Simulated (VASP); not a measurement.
Input of a VASP 6.6.1 run:

File INCAR:

```
SYSTEM = Si2Mo
PREC = Accurate
ENCUT = 520
EDIFF = 1E-8
ISMEAR = -1
SIGMA = 0.03
LREAL = .FALSE.
LASPH = .TRUE.
NELM = 100
ALGO = Normal
ISIF = 2
LWAVE = .FALSE.
LCHARG = .FALSE.
GGA = PE
LEFG = .TRUE.
ISYM = 0
NBANDS = 18
```

KPOINTS

```
Automatic mesh
0
G
  12 12 16
  0 0 0
```

The input POSCAR:

```
Si2Mo
1.0
   -1.6000000000      1.6000000000      3.8911950000
    1.6000000000     -1.6000000000      3.8911950000
    1.6000000000      1.6000000000     -3.8911950000
Si Mo
2 1
Direct
    0.3330000000      0.3330000000      0.0000000000
    0.6670000000      0.6670000000      0.0000000000
    0.0000000000      0.0000000000      0.0000000000
```

Potentials or basis: VASP PAW PBE potentials, release 64 (Si, Mo_sv).

The run is started by

```console
$ cat potpaw_PBE.64/Si/POTCAR potpaw_PBE.64/Mo_sv/POTCAR > POTCAR
$ mpirun -np 1 vasp_std > vasp.out
```

Problem. Estimate the band gap on the k mesh.

Solution. Zero (bands 11 and 12 overlap by 1.02 eV).

Problem. What does it give for the pressure?

Solution. 4.9 GPa.

Problem. Predict the largest force.

Solution. 0.266 eV/Å.

Electric field gradients, principal values (V/Å²):
```tsv
atom	least	middle	greatest (by size)
1 Si	6.907	7.039	-13.946
2 Si	6.907	7.039	-13.946
3 Mo	34.871	35.524	-70.395
```

Caveat: the cell differs from its parent crystal (zz strain of -1 %); the cell stands under pressure; without QUAD_EFG the Cq values of the log hold for a quadrupole moment of 1 mb, not for the nuclei.
